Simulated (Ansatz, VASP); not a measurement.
## W: VASP beside Ansatz

```
W
1.0
     0.00000    3.01005    3.01005
     3.01005    0.00000    3.01005
     3.01005    3.01005    0.00000
W
2
Cartesian
  0.7525 0.7525 0.7525
  5.2676 5.2676 5.2676
```

Alike in both runs: task single point; functional RPBE; k mesh 11 × 11 × 11; occupations fermi-dirac, width 0.1 eV; no spin polarisation.

```csv
,VASP,Ansatz
version,VASP 6.6.1,Ansatz 0.2.0
potentials or method,"VASP PAW PBE potentials, release 64 (W_sv), cutoff 520 eV","plane waves (420 eV) with PAW, scalar-relativistic"
valence electrons in the cell,28,28
```

```tsv
	VASP	Ansatz	Ansatz less VASP
pressure (GPa)	-7.4	-7.6	-0.21
```

VASP's potentials were made for PBE, not for RPBE. The functional is the same, so the differences come from potentials, cutoffs and numerics.

Neither program's run includes spin-orbit coupling.
